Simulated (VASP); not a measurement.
Crystal: Yb.

```
Yb
1.0
     3.87933    0.00000    0.00000
     1.93966    3.35960    0.00000
     1.93966    1.11987    3.16746
Yb
1
Direct
  0.00000 0.00000 0.00000
```

```yaml
Program: VASP 6.6.1
Task: relaxation of cell and atoms
Functional: PBEsol
Potentials_or_basis: VASP PAW PBE potentials, release 64 (Yb)
Cutoff: 600 eV
k_mesh: 7 × 7 × 7
Occupations: gaussian, width 0.05 eV
Spin: no spin polarisation
```

At the start: pressure -3.9 GPa; volume 41.28 Å³/atom.

Q: Where does the relaxation end?

A: Over 53 steps the energy falls by 122.5 meV/atom and the volume is 32.67 Å³/atom (-20.9 %); space group Fm-3m (No. 225, to 0.05 Å).

Step by step:
```
step  energy change (eV)  largest force (eV/Å)  pressure (GPa)  volume (Å³)
   1              0.0000                0.0000           -3.92        41.28
   3             -0.1210                0.0000            0.75        33.21
   5             -0.1199                0.0000            0.33        33.47
   7             -0.1191                0.0000           -0.97        33.61
   9             -0.1194                0.0000           -1.01        33.56
  11             -0.1194                0.0000           -0.42        33.55
  13             -0.1196                0.0000           -0.74        33.53
  15             -0.1200                0.0000           -0.26        33.44
  17             -0.1201                0.0000            0.30        33.41
  19             -0.1201                0.0000           -0.49        33.41
  21             -0.1202                0.0000           -0.84        33.41
  23             -0.1204                0.0000           -5.11        33.35
  25             -0.1207                0.0000           -0.73        33.27
  27             -0.1210                0.0000           -5.42        33.21
  29             -0.1214                0.0000           -0.25        33.11
  31             -0.1214                0.0000           -0.54        33.09
  33             -0.1217                0.0000           -0.56        33.01
  35             -0.1218                0.0000           -0.07        32.99
  37             -0.1219                0.0000            0.56        32.94
  39             -0.1218                0.0000           -0.29        32.99
  41             -0.1218                0.0000           -0.66        32.98
  43             -0.1218                0.0000           -0.59        32.98
  45             -0.1220                0.0000           -5.65        32.91
  47             -0.1223                0.0000           -0.41        32.81
  49             -0.1224                0.0000           -3.38        32.76
  51             -0.1225                0.0000           -0.36        32.71
  53             -0.1225                0.0000           -0.04        32.67
```

Final structure:
```
CELL_PARAMETERS angstrom
3.58826 0.00000 0.00000
1.79413 3.10753 0.00000
1.79413 1.03584 2.92981
ATOMIC_POSITIONS crystal
Yb 0.00000 0.00000 0.00000
```

Caveat: the volume moved by over 15 % at a fixed basis, so the end points are rough; the PAW data sets were made with another functional, which shifts forces and pressure a little; the volume moved by -21 % from the deposited cell, more than functionals usually miss.
